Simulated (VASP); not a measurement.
A run of VASP 6.6.1:

Contents of INCAR:

```
  PREC = Accurate
  ENCUT = 520
  EDIFF = 1E-6
  ISMEAR = 0
  SIGMA = 0.1
  LREAL = False
  LASPH = True
  NELM = 60
  ALGO = Normal
  ISIF = 2
  LWAVE = False
  LCHARG = False
  GGA = PE
  NBANDS = 8
```

The input KPOINTS:

```
regular mesh
0
Gamma
  6 6 6
```

Contents of POSCAR:

```
Al
1.0
    2.5070190800      0.0000000000      0.0000000000
    0.0000000000      2.5070190800      0.0000000000
    0.0000000000      0.0000000000      2.6681242400
Al
1
Direct
    0.0000000000      0.0000000000      0.5000000000
```

Potentials or basis: VASP PAW PBE potentials, release 64 (Al).

Run with:

```bash
$ cat potpaw_PBE.64/Al/POTCAR > POTCAR
$ mpirun -np 1 vasp_std > vasp.out
```

Hardware: 1 thread of AMD EPYC 7R13, on a shared host.

Q: Estimate the wall time of this run.

A: Run time: 5.8 s on 1 thread of AMD EPYC 7R13 (shared host), peak memory 0.09 GiB. Counts: scf iterations 10, k points 40.
